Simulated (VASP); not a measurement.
# CuI2 (fluorite type) (Fm-3m) in VASP: further runs

The runs below take CuI2 (fluorite type) through single point, relaxation of cell and atoms, with PBE.

Everything below comes from runs of VASP 6.6.1. Logs are shortened: lines on timing, memory, paths and dates and some standing lists are left out, and cuts for length are marked.

## (1) The cell of the first run

It takes space group Fm-3m (No. 225, cubic). Conventional cell: a = 7.172 Å, b = 7.172 Å, c = 7.172 Å, α = 90.00°, β = 90.00°, γ = 90.00°. Within 4.1 Å of Cu (site symmetry m-3m) lie 8 I at 3.11 Å. I (site symmetry -43m) has 4 Cu at 3.11 Å and 6 I at 3.59 Å within 4.1 Å.

## (2) Single point, PBE

File INCAR:

```
PREC = Accurate ; ENCUT = 520
EDIFF = 1E-6 ; ISMEAR = -1
SIGMA = 0.03 ; LREAL = False
LASPH = True ; NELM = 80
ALGO = Normal ; ISIF = 2
LWAVE = False ; LCHARG = False
GGA = PE ; NBANDS = 20
```

File KPOINTS:

```
regular mesh
0
Gamma
  12 12 12
```

File POSCAR:

```
CuI2
1.0
    0.0000000000      3.5859968085      3.5859968085
    3.5859968085      0.0000000000      3.5859968085
    3.5859968085      3.5859968085      0.0000000000
Cu I
1 2
Direct
    0.0000000000      0.0000000000      0.0000000000
    0.2500000000      0.2500000000      0.2500000000
    0.7500000000      0.7500000000      0.7500000000
```

Potentials or basis: VASP PAW PBE potentials, release 64 (Cu, I).

Launch:

```sh
$ cat potpaw_PBE.64/Cu/POTCAR potpaw_PBE.64/I/POTCAR > POTCAR
$ mpirun -np 1 vasp_std > vasp.out
```

OUTCAR:

```text
PREC = Accurate
   ENCUT = 520
   EDIFF = 1E-6
   ISMEAR = -1
   LREAL = False
   LASPH = True
   NELM = 80
   ISIF = 2
   GGA = PE

 ion  position               nearest neighbor table
   1  0.000  0.000  0.000-   3 3.11   3 3.11   3 3.11   2 3.11   3 3.11   2 3.11   2 3.11   2 3.11

   2  0.250  0.250  0.250-   1 3.11   1 3.11   1 3.11   1 3.11
   3  0.750  0.750  0.750-   1 3.11   1 3.11   1 3.11   1 3.11

  LATTYP: Found a face centered cubic cell.
 ALAT       =     7.1719936170

  Lattice vectors:

 A1 = (   0.0000000000,   3.5859968085,   3.5859968085)
 A2 = (   3.5859968085,   0.0000000000,   3.5859968085)
 A3 = (   3.5859968085,   3.5859968085,   0.0000000000)

Analysis of symmetry for initial positions (statically):
=====================================================================
 Subroutine PRICEL returns:
 Original cell was already a primitive cell.

 Routine SETGRP: Setting up the symmetry group for a
 face centered cubic supercell.

 Subroutine GETGRP returns: Found 48 space group operations
 (whereof 48 operations were pure point group operations)
 out of a pool of 48 trial point group operations.

The static configuration has the point symmetry O_h .

Analysis of symmetry for dynamics (positions and initial velocities):
=====================================================================
 Subroutine PRICEL returns:
 Original cell was already a primitive cell.

 Routine SETGRP: Setting up the symmetry group for a
 face centered cubic supercell.

 Subroutine GETGRP returns: Found 48 space group operations
 (whereof 48 operations were pure point group operations)
 out of a pool of 48 trial point group operations.

The dynamic configuration has the point symmetry O_h .

 Subroutine INISYM returns: Found 48 space group operations
 (whereof 48 operations are pure point group operations),
 and found     1 'primitive' translations

----------------------------------------------------------------------------------------

                                     Primitive cell

  volume of cell :      92.2273

  direct lattice vectors                    reciprocal lattice vectors
     0.000000000  3.585996809  3.585996809    -0.139431245  0.139431245  0.139431245
     3.585996809  0.000000000  3.585996809     0.139431245 -0.139431245  0.139431245
     3.585996809  3.585996809  0.000000000     0.139431245  0.139431245 -0.139431245

  length of vectors
     5.071365321  5.071365321  5.071365321     0.241502001  0.241502001  0.241502001

  position of ions in fractional coordinates (direct lattice)
     0.000000000  0.000000000  0.000000000
     0.250000000  0.250000000  0.250000000
     0.750000000  0.750000000  0.750000000

  ion indices of the primitive-cell ions
   primitive index   ion index
                 1           1
                 2           2
                 3           3

----------------------------------------------------------------------------------------

 KPOINTS: regular mesh

Automatic generation of k-mesh.
 Grid dimensions read from file:
 generate k-points for:   12   12   12

 Generating k-lattice:

  Cartesian coordinates                     Fractional coordinates (reciprocal lattice)
    -0.011619270  0.011619270  0.011619270     0.083333333  0.000000000  0.000000000
     0.011619270 -0.011619270  0.011619270     0.000000000  0.083333333  0.000000000
     0.011619270  0.011619270 -0.011619270     0.000000000  0.000000000  0.083333333

  Length of vectors
     0.020125167  0.020125167  0.020125167

  Shift w.r.t. Gamma in fractional coordinates (k-lattice)
     0.000000000  0.000000000  0.000000000

 Subroutine IBZKPT returns following result:
 ===========================================

 Found     72 irreducible k-points:

 Following reciprocal coordinates:
            Coordinates               Weight
  0.000000  0.000000  0.000000      1.000000
  0.083333  0.000000  0.000000      8.000000
  0.166667  0.000000  0.000000      8.000000
  0.250000  0.000000  0.000000      8.000000
  0.333333  0.000000  0.000000      8.000000
  0.416667  0.000000  0.000000      8.000000
[... 16 lines left out ...]
  0.500000  0.166667  0.000000     24.000000
 -0.416667  0.166667  0.000000     24.000000
 [... further k-points ...]
   k-points           NKPTS =     72   k-points in BZ     NKDIM =     72   number of bands    NBANDS=     20
   number of dos      NEDOS =    301   number of ions     NIONS =      3
   total plane-waves  NPLWV =  64000
   dimension x,y,z NGX =    40 NGY =   40 NGZ =   40
   dimension x,y,z NGXF=    80 NGYF=   80 NGZF=   80
   ions per type =               1   2
   NGX,Y,Z   is equivalent  to a cutoff of  13.11, 13.11, 13.11 a.u.
   NGXF,Y,Z  is equivalent  to a cutoff of  26.23, 26.23, 26.23 a.u.
 SYSTEM =  unknown system
   PREC   = accura    normal or accurate (medium, high low for compatibility)
   ISTART =      0    job   : 0-new  1-cont  2-samecut
   ICHARG =      2    charge: 1-file 2-atom 10-const
   ISPIN  =      1    spin polarized calculation?
   LNONCOLLINEAR =      F non collinear calculations
   LSORBIT =      F    spin-orbit coupling
   LASPH  =      T    aspherical Exc in radial PAW
   ENCUT  =  520.0 eV  38.22 Ry    6.18 a.u.   9.43  9.43  9.43*2*pi/ulx,y,z
   NELM   =     80;   NELMIN=  2; NELMDL= -5     # of ELM steps
   EDIFF  = 0.1E-05   stopping-criterion for ELM
   LREAL  =      F    real-space projection
   EDIFFG = 0.1E-04   stopping-criterion for IOM
   NSW    =      0    number of steps for IOM
   IBRION =     -1    ionic relax: 0-MD 1-quasi-New 2-CG
   NFREE  =      0    steps in history (QN), initial steepest desc. (CG)
   ISIF   =      2    stress and relaxation
   ISYM   =      2    0-nonsym 1-usesym 2-fastsym
   POTIM  = 0.5000    time-step for ionic-motion
   TEBEG  =    0.0;   TEEND  =   0.0 temperature during run
   PSTRESS=    0.0 pullay stress
   NELECT =      25.0000    total number of electrons
   NUPDOWN=      -1.0000    fix difference up-down
   EMIN   =  10.00;   EMAX   =-10.00  energy-range for DOS
   EFERMI =   0.00;   METHOD = LEGACY
   ISMEAR =    -1;   SIGMA  =   0.03  broadening in eV -4-tet -1-fermi 0-gaus
   EFERMI_NEDOS =   21; number of points for ismear=-14 and -15
   IALGO  =     38    algorithm
   IMIX   =      4    mixing-type and parameters
     AMIX     =   0.40;   BMIX     =  1.00
     AMIX_MAG =   1.60;   BMIX_MAG =  1.00
  volume/ion in A,a.u.               =      30.74       207.46
  Fermi-wavevector in a.u.,A,eV,Ry     =   1.059502  2.002168 15.273132  1.122544
  Thomas-Fermi vector in A             =   2.194849
   LORBIT       =      0    0 simple, 1 ext, 2 COOP (PROOUT), +10 PAW based schemes
   GGA     = PE    functional components
   LHFCALC =     F    Hartree Fock is set to
   AEXX    =    0.0000 exact exchange contribution
   IVDW    =     0    specifies the selected vdW correction
   LEPSILON=     F    determine dielectric tensor
   LRPA    =     F    only Hartree local field effects (RPA)
 non-spin polarized calculation
  energy-cutoff  :      520.00
  volume of cell :       92.23
 maximum number of plane-waves:      2510
 NGX is ok and might be reduce to    40
   NGX = 19   NGY = 19   NGZ = 19

 number of electron      25.0000011 magnetization

 Free energy of the ion-electron system (eV)
  ---------------------------------------------------
  ext. energy  EPLUGINS =         0.00000000
  ---------------------------------------------------
  free energy    TOTEN  =        -5.71472685 eV

  energy without entropy =       -5.70505405  energy(sigma->0) =       -5.70989045

 E-fermi :   4.2854     XC(G=0):  -8.9669

 val. band max:        4.2804576631   @ k =  -0.2500   0.2500   0.0000
 cond. band min:       4.2885172545   @ k =   0.3333   0.3333   0.0000
 fundamental gap:      0.0080595913
 Fermi energy:         4.2853507171

 k-point     1 :       0.0000    0.0000    0.0000
  band No.  band energies     occupation
      1      -9.2345      2.00000
      2      -7.1554      2.00000
      3       0.6672      2.00000
      4       0.6672      2.00000
      5       0.6672      2.00000
      6       2.6819      2.00000
[... 12 lines left out ...]
     19      10.3470      0.00000
     20      11.1170      0.00000

 k-point     2 :       0.0833    0.0000    0.0000
  band No.  band energies     occupation
      1      -9.2025      2.00000
      2      -7.1957      2.00000
      3       0.6889      2.00000
      4       0.6889      2.00000
      5       0.7042      2.00000
      6       2.6533      2.00000
[... 12 lines left out ...]
     19      10.5019      0.00000
     20      11.3629      0.00000

 k-point     3 :       0.1667    0.0000    0.0000
  band No.  band energies     occupation
      1      -9.1079      2.00000
      2      -7.3121      2.00000
      3       0.7540      2.00000
      4       0.7540      2.00000
      5       0.7987      2.00000
      6       2.3692      2.00000
[... 12 lines left out ...]
     19      10.9428      0.00000
     20      12.0161      0.00000

 k-point     4 :       0.2500    0.0000    0.0000
  band No.  band energies     occupation
      1      -8.9557      2.00000
      2      -7.4931      2.00000
      3       0.8625      2.00000
      4       0.8625      2.00000
      5       0.8936      2.00000
      6       1.8907      2.00000
[... 12 lines left out ...]
     19      11.6060      0.00000
     20      12.7558      0.00000

 k-point     5 :       0.3333    0.0000    0.0000
  band No.  band energies     occupation
      1      -8.7542      2.00000
      2      -7.7221      2.00000
      3       0.8827      2.00000
      4       1.0126      2.00000
      5       1.0126      2.00000
      6       1.6526      2.00000
[... 12 lines left out ...]
     19      12.3543      0.00000
     20      12.6594      0.00000
[... 353 lines left out ...]
      6       1.8881      2.00000
[... 12 lines left out ...]
     19      12.3939      0.00000
     20      13.2091      0.00000

 k-point    22 :       0.4167    0.1667    0.0000
  band No.  band energies     occupation
      1      -8.6184      2.00000
      2      -7.8246      2.00000
      3       0.1929      2.00000
      4       0.6339      2.00000
      5       0.6579      2.00000
      6       2.1434      2.00000
[... 12 lines left out ...]
     19      11.9858      0.00000
     20      13.1242      0.00000

 k-point    23 :       0.5000    0.1667    0.0000
  band No.  band energies     occupation
      1      -8.3966      2.00000
      2      -8.0553      2.00000
      3       0.0064      2.00000
      4       0.6446      2.00000
      5       0.8192      2.00000
      6       2.0804      2.00000
[... 12 lines left out ...]
     19      12.4688      0.00000
     20      13.2917      0.00000

 k-point    24 :      -0.4167    0.1667    0.0000
  band No.  band energies     occupation
      1      -8.2967      2.00000
      2      -8.1604      2.00000
      3      -0.0537      2.00000
      4       0.7051      2.00000
      5       1.0431      2.00000
      6       1.8348      2.00000
[... 12 lines left out ...]
     19      13.0436      0.00000
     20      13.5804      0.00000

 [... further k-points ...]

------------------------ aborting loop because EDIFF is reached ----------------------------------------

  FORCE on cell =-STRESS in cart. coord.  units (eV):
  Direction    XX          YY          ZZ          XY          YZ          ZX
  --------------------------------------------------------------------------------------
  -------------------------------------------------------------------------------------
  Total       -0.0817867     -0.0817867     -0.0817867      0.0000000      0.0000000     -0.0000000
  in kB       -1.4208012     -1.4208012     -1.4208012      0.0000000      0.0000000     -0.0000000
  external PRESSURE =      -1.4208012 kB  Pullay stress =       0.0000000 kB

 VOLUME and BASIS-vectors are now :
 -----------------------------------------------------------------------------
  energy-cutoff  :      520.00
  volume of cell :       92.23
      direct lattice vectors                 reciprocal lattice vectors
     0.000000000  3.585996809  3.585996809    -0.139431245  0.139431245  0.139431245
     3.585996809  0.000000000  3.585996809     0.139431245 -0.139431245  0.139431245
     3.585996809  3.585996809  0.000000000     0.139431245  0.139431245 -0.139431245

 POSITION                                       TOTAL-FORCE (eV/Angst)
 -----------------------------------------------------------------------------------
      0.00000      0.00000      0.00000         0.000000      0.000000      0.000000
      1.79300      1.79300      1.79300         0.000000      0.000000     -0.000000
      5.37900      5.37900      5.37900        -0.000000     -0.000000      0.000000
 -----------------------------------------------------------------------------------
    total drift:                               -0.000000      0.000000      0.000000

  FREE ENERGIE OF THE ION-ELECTRON SYSTEM (eV)
  ---------------------------------------------------
  free  energy   TOTEN  =        -5.7147268456 eV

  energy  without entropy=       -5.7050540525  energy(sigma->0) =       -5.70989045
```

Run time: 4.3 min. Hardware: 1 thread of Intel Xeon Platinum 8375C at 2.90GHz (Ice Lake), shared host; peak memory 0.31 GiB.

Results:

| Property | Result |
| --- | --- |
| Free energy | -5.7147 eV |
| Pressure | -0.1 GPa |
| Band gap on the k mesh | zero (an odd number of electrons rules out a gap without spin polarisation) |

Caveat: spin-orbit coupling is left out, which moves the levels of the heavy elements; an odd number of electrons without spin polarisation forces a metal; a magnetic or distorted state may lie lower.

## (3) Relaxation of cell and atoms, PBE

This run uses another cell than the first one, of 18.31 Å³/atom.

File INCAR:

```
SYSTEM = CuI2
PREC = Accurate ; ENCUT = 600
EDIFF = 1E-7 ; ISMEAR = -1
SIGMA = 0.03 ; LREAL = .False.
LASPH = .True. ; NELM = 80
ALGO = Normal ; ISIF = 3
LWAVE = .False. ; LCHARG = .False.
GGA = PE ; IBRION = 2
NSW = 100 ; EDIFFG = -0.005
```

File KPOINTS:

```
Automatic mesh
0
Gamma
  12 12 12
  0 0 0
```

File POSCAR:

```
CuI2
1.0
    0.0000000000      3.0168723440      3.0168723440
    3.0168723440      0.0000000000      3.0168723440
    3.0168723440      3.0168723440      0.0000000000
Cu I
1 2
Direct
    0.0000000000      0.0000000000      0.0000000000
    0.2500000000      0.2500000000      0.2500000000
    0.7500000000      0.7500000000      0.7500000000
```

Potentials or basis: VASP PAW PBE potentials, release 64 (Cu, I).

Launch:

```sh
$ cat potpaw_PBE.64/Cu/POTCAR potpaw_PBE.64/I/POTCAR > POTCAR
$ mpirun -np 1 vasp_std > vasp.out
```

OUTCAR:

```text
SYSTEM = CuI2
   PREC = Accurate
   ENCUT = 600
   EDIFF = 1E-7
   ISMEAR = -1
   LREAL = .False.
   LASPH = .True.
   NELM = 80
   ISIF = 3
   GGA = PE
   IBRION = 2
   NSW = 100
   EDIFFG = -0.005

 ion  position               nearest neighbor table
   1  0.000  0.000  0.000-   3 2.61   2 2.61   3 2.61   2 2.61   3 2.61   3 2.61   2 2.61   2 2.61

   2  0.250  0.250  0.250-   1 2.61   1 2.61   1 2.61   1 2.61   3 3.02   3 3.02   3 3.02   3 3.02
                             3 3.02   3 3.02
   3  0.750  0.750  0.750-   1 2.61   1 2.61   1 2.61   1 2.61   2 3.02   2 3.02   2 3.02   2 3.02
                             2 3.02   2 3.02

  LATTYP: Found a face centered cubic cell.
 ALAT       =     6.0337446880

  Lattice vectors:

 A1 = (   0.0000000000,   3.0168723440,   3.0168723440)
 A2 = (   3.0168723440,   0.0000000000,   3.0168723440)
 A3 = (   3.0168723440,   3.0168723440,   0.0000000000)

Analysis of symmetry for initial positions (statically):
[... 181 lines left out ...]
 cond. band min:      12.3076326475   @ k =  -0.3333   0.4167   0.0833
 fundamental gap:      0.0544170265
 Fermi energy:        12.2535103109

 k-point     1 :       0.0000    0.0000    0.0000
  band No.  band energies     occupation
      1      -6.0097      2.00000
      2       0.5097      2.00000
      3       4.8590      2.00000
      4       4.8590      2.00000
      5       4.8590      2.00000
      6       8.0228      2.00000
[... 594 lines left out ...]
--------------------------------------- Ionic step        5  -------------------------------------------

 number of electron      25.0000011 magnetization

 Free energy of the ion-electron system (eV)
  ---------------------------------------------------
  ext. energy  EPLUGINS =         0.00000000
  ---------------------------------------------------
  free energy    TOTEN  =        -5.70132431 eV

  energy without entropy =       -5.69172821  energy(sigma->0) =       -5.69652626

 E-fermi :   4.3274     XC(G=0):  -8.9822

 val. band max:        4.3222838265   @ k =  -0.2500   0.2500   0.0000
 cond. band min:       4.3300633187   @ k =   0.3333   0.3333   0.0000
 fundamental gap:      0.0077794922
 Fermi energy:         4.3273569872

 k-point     1 :       0.0000    0.0000    0.0000
  band No.  band energies     occupation
      1      -9.2147      2.00000
      2      -7.1175      2.00000
      3       0.6898      2.00000
      4       0.6898      2.00000
      5       0.6898      2.00000
      6       2.7120      2.00000
[... 477 lines left out ...]
  FREE ENERGIE OF THE ION-ELECTRON SYSTEM (eV)
  ---------------------------------------------------
  free  energy   TOTEN  =        -5.7013243085 eV

  energy  without entropy=       -5.6917282080  energy(sigma->0) =       -5.69652626

 reached required accuracy - stopping structural energy minimisation
```

OSZICAR:

```text
N       E                     dE             d eps       ncg     rms          rms(c)
DAV:   1     0.181460922253E+03    0.18146E+03   -0.12385E+04  2304   0.196E+03
DAV:   2     0.138905972277E+02   -0.16757E+03   -0.16474E+03  2472   0.341E+02
DAV:   3    -0.160910524245E+01   -0.15500E+02   -0.15064E+02  3144   0.982E+01
[... 82 lines left out ...]
DAV:   8    -0.570132474150E+01   -0.75941E-05   -0.12041E-04  3448   0.118E-01    0.277E-02
DAV:   9    -0.570132320299E+01    0.15385E-05   -0.56067E-06  3536   0.664E-02    0.406E-02
DAV:  10    -0.570132421817E+01   -0.10152E-05   -0.18101E-06  3064   0.239E-02    0.676E-03
DAV:  11    -0.570132436969E+01   -0.15152E-06   -0.17688E-07  2376   0.367E-03    0.532E-03
DAV:  12    -0.570132430851E+01    0.61184E-07   -0.30375E-07  2408   0.183E-02
   5 F= -.57013243E+01 E0= -.56965263E+01  d E =-.414711E+01
```

CONTCAR:

```text
CuI2
   1.00000000000000
    -0.0000000000000000    3.5818979480463815    3.5818979480463815
     3.5818979480463820    0.0000000000000000    3.5818979480463815
     3.5818979480463820    3.5818979480463815    0.0000000000000000
  Cu              I
     1     2
Direct
     0.0000000000000000    0.0000000000000000    0.0000000000000000
     0.2500000000000000    0.2500000000000000    0.2500000000000000
     0.7500000000000000    0.7500000000000000    0.7500000000000000

  0.00000000E+00  0.00000000E+00  0.00000000E+00
  0.00000000E+00  0.00000000E+00  0.00000000E+00
  0.00000000E+00  0.00000000E+00  0.00000000E+00
```

It took 11 min on 1 thread of Intel Xeon Platinum 8375C at 2.90GHz (Ice Lake), shared host; peak memory 0.26 GiB.

Results:

* Free energy: -5.7013 eV
* Relaxed volume: 30.64 Å³/atom
* Relaxed cell: a = 5.066 Å, b = 5.066 Å, c = 5.066 Å, α = 60.00°, β = 60.00°, γ = 60.00°
* Space group after relaxing (to 0.1 Å): Fm-3m (No. 225)
* Energy gained by relaxing: 1382.4 meV/atom
* Ionic steps: 5
* Pressure after relaxing: 0.0 GPa
* Band gap on the k mesh: zero (an odd number of electrons rules out a gap without spin polarisation)

Step by step:
```
step  energy change (eV)  largest force (eV/Å)  pressure (GPa)  volume (Å³)
   1              0.0000                0.0000           56.84        54.92
   2             -3.5322                0.0000           -4.28       124.39
   3             -4.1446                0.0000            0.56        90.39
   4             -4.1456                0.0000           -0.40        93.05
   5             -4.1471                0.0000           -0.01        91.91
```

Final structure:
```
Cu I
1.0
     0.00000    3.58190    3.58190
     3.58190    0.00000    3.58190
     3.58190    3.58190    0.00000
Cu I
1 2
Direct
  0.00000 0.00000 0.00000
  0.25000 0.25000 0.25000
  0.75000 0.75000 0.75000
```

Levels at points of the mesh, in eV from the Fermi level:
```tsv
k point	band 10	band 11	band 12	band 13	band 14	band 15	band 16
(0.00, 0.00, 0.00)	-0.95	-0.90	-0.90	-0.90	0.98	3.50	3.50
(0.50, 0.00, 0.00)	-1.60	-1.48	-0.78	-0.78	3.02	5.88	5.88
(0.50, 0.50, 0.00)	-1.49	0.24	0.24	0.35	1.28	5.12	7.11
```

Caveat: the volume moved by over 15 % at a fixed basis, so the end points are rough; spin-orbit coupling is left out, which moves the levels of the heavy elements; an odd number of electrons without spin polarisation forces a metal; a magnetic or distorted state may lie lower.
